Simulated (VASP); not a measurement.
Wanted: the native input for a VASP 6.6.1 run.

```yaml
Task: single point
Functional: PBE
Potentials_or_basis: VASP PAW PBE potentials, release 64 (Ta_pv, N)
Cutoff: 520 eV
k_mesh: 18 × 18 × 18
Occupations: gaussian, width 0.15 eV
Spin: no spin polarisation
Dipole_correction: no
Further_INCAR_settings: ALGO = Normal; EDIFF = 1e-06; NBANDS = 15
```

The structure of TaN lies in POSCAR:

```
TaN
1.0
    0.0000000000      2.1790000000      2.1790000000
    2.1790000000      0.0000000000      2.1790000000
    2.1790000000      2.1790000000      0.0000000000
Ta N
1 1
Direct
    0.5000000000      0.5000000000      0.5000000000
   -0.0028682882     -0.0028682882      0.0028682882
```

This cell differs from its parent crystal: all N atoms moved +0.013 Å, as atom 2 towards its neighbour atom 1 (Ta) at 2.179 Å.

One way to write it, as run:

INCAR

```
PREC     = Accurate       # precision mode
ENCUT    = 520            # plane-wave cutoff, eV
EDIFF    = 1E-6           # SCF threshold, eV
ISMEAR   = 0              # smearing method
SIGMA    = 0.15           # smearing width, eV
LREAL    = F              # projectors in reciprocal space
LASPH    = T              # aspherical terms in the spheres
NELM     = 100            # most SCF steps
ALGO     = Normal         # electronic algorithm
ISIF     = 2              # what is computed and relaxed
LWAVE    = F              # write WAVECAR
LCHARG   = F              # write CHGCAR
GGA      = PE             # functional
NBANDS   = 15             # bands
```

KPOINTS

```
Automatic mesh
0
Gamma
  18 18 18
```

Potentials or basis: VASP PAW PBE potentials, release 64 (Ta_pv, N).

Launch:

```console
$ cat potpaw_PBE.64/Ta_pv/POTCAR potpaw_PBE.64/N/POTCAR > POTCAR
$ mpirun -np 1 vasp_std > vasp.out
```

Results of the run:

| Quantity | Value |
| --- | --- |
| Pressure | 15.6 GPa |
| Largest force | 0.113 eV/Å |
| Band gap on the k mesh | zero (band 8 reaches 11.85 eV, above the bottom of band 9 at 7.68 eV) |

Caveat: the cell differs from its parent crystal (all N atoms moved +0.013 Å, as atom 2 towards its neighbour atom 1 (Ta) at 2.179 Å); spin-orbit coupling is left out, which moves the levels of the heavy elements.

Wall time 66 s on 1 thread of Intel(R) Xeon(R) Platinum 8375C CPU @ 2.90GHz (Ice Lake) (shared host), peak memory 0.26 GiB.
